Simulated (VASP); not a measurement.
# BaO (rock salt type) (Fm-3m) in VASP: further runs, part 2 of 2

VASP 6.6.1.

## Step 3: Single point, PBE

This run uses another cell than the first one, of 21.21 Å³/atom.

INCAR reads:

```
SYSTEM = BaO
PREC = Accurate ; ENCUT = 600
EDIFF = 1E-6 ; ISMEAR = -1
SIGMA = 0.06122561905347299 ; LREAL = .False.
LASPH = .True. ; NELM = 120
ALGO = Normal ; ISIF = 2
LWAVE = .False. ; LCHARG = .False.
GGA = PE ; NBANDS = 15
GGA_COMPAT = .False.
```

KPOINTS reads:

```
Automatic mesh
0
Gamma
  17 17 17
  0 0 0
```

POSCAR reads:

```
BaO
1.0
    0.0000000000      2.7679394274      2.7679394274
    2.7679394274      0.0000000000      2.7679394274
    2.7679394274      2.7679394274      0.0000000000
Ba O
1 1
Direct
    0.0000000000      0.0000000000      0.0000000000
    0.5000000000      0.5000000000      0.5000000000
```

Potentials or basis: VASP PAW PBE potentials, release 64 (Ba_sv, O).

Run with:

```bash
cat potpaw_PBE.64/Ba_sv/POTCAR potpaw_PBE.64/O/POTCAR > POTCAR
mpirun -np 1 vasp_std > vasp.out
```

OUTCAR:

```text
SYSTEM = BaO
   PREC = Accurate
   ENCUT = 600
   EDIFF = 1E-6
   ISMEAR = -1
   LREAL = .False.
   LASPH = .True.
   NELM = 120
   ISIF = 2
   GGA = PE

 ion  position               nearest neighbor table
   1  0.000  0.000  0.000-   2 2.77   2 2.77   2 2.77   2 2.77   2 2.77   2 2.77
   2  0.500  0.500  0.500-   1 2.77   1 2.77   1 2.77   1 2.77   1 2.77   1 2.77

  LATTYP: Found a face centered cubic cell.
 ALAT       =     5.5358788548

  Lattice vectors:

 A1 = (   0.0000000000,   2.7679394274,   2.7679394274)
 A2 = (   2.7679394274,   0.0000000000,   2.7679394274)
 A3 = (   2.7679394274,   2.7679394274,   0.0000000000)

Analysis of symmetry for initial positions (statically):
=====================================================================
 Subroutine PRICEL returns:
 Original cell was already a primitive cell.

 Routine SETGRP: Setting up the symmetry group for a
 face centered cubic supercell.

 Subroutine GETGRP returns: Found 48 space group operations
 (whereof 48 operations were pure point group operations)
 out of a pool of 48 trial point group operations.

The static configuration has the point symmetry O_h .

Analysis of symmetry for dynamics (positions and initial velocities):
[... 164 lines left out ...]

 k-point     1 :       0.0000    0.0000    0.0000
  band No.  band energies     occupation
      1     -24.0245      2.00000
      2     -13.1348      2.00000
      3      -8.5335      2.00000
      4      -8.5335      2.00000
      5      -8.5335      2.00000
      6       1.5412      2.00000
      7       1.5412      2.00000
      8       1.5412      2.00000
      9       5.4405      0.00000
     10       6.5699      0.00000
     11       6.5699      0.00000
     12       6.5699      0.00000
     13       8.8400      0.00000
     14       8.8400      0.00000
[... 401 lines left out ...]
      2     -13.2779      2.00000
      3      -8.6224      2.00000
      4      -8.5551      2.00000
      5      -8.5332      2.00000
      6       1.0375      2.00000
      7       1.1888      2.00000
      8       1.4553      2.00000
      9       6.2292      0.00000
     10       6.3603      0.00000
     11       6.8619      0.00000
     12       7.1913      0.00000
     13       9.2768      0.00000
     14       9.5010      0.00000
     15      13.1596      0.00000

 [... further k-points ...]
[... 5 lines left out ...]
  --------------------------------------------------------------------------------------
  -------------------------------------------------------------------------------------
  Total        0.8270839      0.8270839      0.8270839      0.0000000     -0.0000000      0.0000000
  in kB       31.2435512     31.2435512     31.2435512      0.0000000     -0.0000000      0.0000000
  external PRESSURE =      31.2435512 kB  Pullay stress =       0.0000000 kB

 VOLUME and BASIS-vectors are now :
 -----------------------------------------------------------------------------
  energy-cutoff  :      600.00
  volume of cell :       42.41
      direct lattice vectors                 reciprocal lattice vectors
     0.000000000  2.767939427  2.767939427    -0.180639791  0.180639791  0.180639791
     2.767939427  0.000000000  2.767939427     0.180639791 -0.180639791  0.180639791
     2.767939427  2.767939427  0.000000000     0.180639791  0.180639791 -0.180639791

 POSITION                                       TOTAL-FORCE (eV/Angst)
 -----------------------------------------------------------------------------------
      0.00000      0.00000      0.00000         0.000000      0.000000      0.000000
      2.76794      2.76794      2.76794        -0.000000     -0.000000     -0.000000
 -----------------------------------------------------------------------------------
    total drift:                                0.000000     -0.000000      0.000000

  FREE ENERGIE OF THE ION-ELECTRON SYSTEM (eV)
  ---------------------------------------------------
  free  energy   TOTEN  =       -11.7931498617 eV

  energy  without entropy=      -11.7931498585  energy(sigma->0) =      -11.79314986
```

OSZICAR:

```text
N       E                     dE             d eps       ncg     rms          rms(c)
DAV:   1     0.859683496018E+02    0.85968E+02   -0.85467E+03  4950   0.111E+03
DAV:   2    -0.100773125900E+02   -0.96046E+02   -0.85418E+02  7042   0.212E+02
DAV:   3    -0.143630597653E+02   -0.42857E+01   -0.42554E+01  6372   0.448E+01
DAV:   4    -0.144109112617E+02   -0.47851E-01   -0.47842E-01  6075   0.481E+00
DAV:   5    -0.144117818746E+02   -0.87061E-03   -0.87060E-03  6156   0.554E-01    0.957E+00
DAV:   6    -0.120475042590E+02    0.23643E+01   -0.87425E+00  5174   0.219E+01    0.626E+00
DAV:   7    -0.118166450978E+02    0.23086E+00   -0.63858E-01  5413   0.633E+00    0.223E+00
DAV:   8    -0.117923716530E+02    0.24273E-01   -0.10347E-01  6294   0.329E+00    0.533E-01
DAV:   9    -0.117918938275E+02    0.47783E-03   -0.97289E-03  5797   0.949E-01    0.164E-01
DAV:  10    -0.117931647464E+02   -0.12709E-02   -0.27205E-03  5272   0.421E-01    0.489E-02
DAV:  11    -0.117931421183E+02    0.22628E-04   -0.17494E-04  6063   0.112E-01    0.259E-02
DAV:  12    -0.117931504269E+02   -0.83087E-05   -0.24084E-05  5356   0.452E-02    0.456E-03
DAV:  13    -0.117931498617E+02    0.56517E-06   -0.17326E-06  6010   0.121E-02
   1 F= -.11793150E+02 E0= -.11793150E+02  d E =-.321265E-08
```

Wall time 69 s (1 thread of Intel Xeon Platinum 8259CL at 2.50GHz (Skylake/Cascade Lake), shared host); peak memory 0.27 GiB.

What came out:

```
Free energy            : -11.7931 eV
Pressure               : 3.1 GPa
Band gap on the k mesh : 1.99 eV (least direct gap 2.03 eV)
```

Caveat: the cell stands under pressure; spin-orbit coupling is left out, which moves the levels of the heavy elements; an odd mesh through Γ misses points on the zone boundary, where band edges can lie.

## Step 4: Single point, PBE

This run uses another cell than the first one, of 22.07 Å³/atom.

INCAR reads:

```
  PREC = Accurate
  ENCUT = 600
  EDIFF = 1E-6
  ISMEAR = -1
  SIGMA = 0.06122561905347299
  LREAL = F
  LASPH = T
  NELM = 120
  ALGO = Normal
  ISIF = 2
  LWAVE = F
  LCHARG = F
  GGA = PE
  NBANDS = 15
  GGA_COMPAT = F
```

KPOINTS reads:

```
Automatic mesh
0
Gamma
  34 34 34
```

POSCAR reads:

```
BaO
1.0
    0.0000000000      2.8050974107      2.8050974107
    2.8050974107      0.0000000000      2.8050974107
    2.8050974107      2.8050974107      0.0000000000
Ba O
1 1
Direct
    0.0000000000      0.0000000000      0.0000000000
    0.5000000000      0.5000000000      0.5000000000
```

Run with:

```bash
cat potpaw_PBE.64/Ba_sv/POTCAR potpaw_PBE.64/O/POTCAR > POTCAR
mpirun -np 1 vasp_std > vasp.out
```

Run time: 11 min. Hardware: 1 thread of AMD EPYC 9R14 (Zen 4), shared host; peak memory 0.86 GiB.

The run converged. Its results:

```yaml
Free_energy: -11.8115 eV
Pressure: 0.1 GPa
Band_gap_on_the_k_mesh: 2.10 eV
```

Levels at points of the mesh, in eV from the valence-band top:
```tsv
k point	band 4	band 5	band 6	band 7	band 8	band 9	band 10	band 11	band 12	band 13
(0.00, 0.00, 0.00)	-10.50	-10.50	-0.25	-0.25	-0.25	3.39	4.70	4.70	4.70	6.87
(0.50, 0.00, 0.00)	-10.61	-10.61	-1.85	-1.31	-1.31	4.89	7.04	7.04	7.97	10.21
(0.50, 0.50, 0.00)	-11.02	-11.02	-0.10	-0.10	0.00	2.10	5.82	8.72	9.16	9.50
```

Caveat: spin-orbit coupling is left out, which moves the levels of the heavy elements.

## Step 5: The runs side by side

| cell | k mesh | gap on the mesh (eV) | pressure (GPa) |
| --- | --- | --- | --- |
| a = 3.888 Å, angles 60.0°, 2 atoms | 17 × 17 × 17 | 1.92 | 4.9 |
| a = 3.914 Å, angles 60.0°, 2 atoms | 17 × 17 × 17 | 1.99 | 3.1 |
| a = 3.967 Å, angles 60.0°, 2 atoms | 34 × 34 × 34 | 2.10 | 0.1 |

Alike in all rows: task single point; level PBE; potentials or basis VASP PAW PBE potentials, release 64 (Ba_sv, O); no spin polarisation; cutoff (eV) 600; smearing fermi-dirac 0.0612256 eV.

Caveats: spin-orbit coupling is left out, which moves the levels of the heavy elements; the cell stands under pressure (at least some runs); an odd mesh through Γ misses points on the zone boundary, where band edges can lie (at least some runs).

Total energies depend on the potentials used, so only differences within one code and one set of settings carry meaning.
